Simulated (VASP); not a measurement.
Crystal: Lu.

```xyz
1
Lattice="-1.9506 1.9506 1.9506 1.9506 -1.9506 1.9506 1.9506 1.9506 -1.9506" Properties=species:S:1:pos:R:3 pbc="T T T"
Lu    0.0000    0.0000    0.0000
```

This isn't the form of Lu at room conditions, which is hcp.

Base run:

| Item | Value |
| --- | --- |
| Program | VASP 6.6.1 |
| Functional | PBE |
| Potentials or basis | VASP PAW PBE potentials, release 64 (Lu) |
| Cutoff | 520 eV |
| k mesh | 11 × 11 × 11 |
| Occupations | fermi-dirac, width 0.1 eV |
| Spin | no spin polarisation |

Its results: pressure 0.1 GPa.

Task: The run is repeated on the same cell with these changes: spin from no spin polarisation to non-collinear spin, zero start, spin-orbit coupling; further incar settings from ALGO = Normal; EDIFF = 1e-06; NBANDS = 18 to ALGO = Normal; EDIFF = 1e-06; NBANDS = 36. What comes out?

Result: Pressure -0.3 GPa; net moment 0.00 μB per cell.
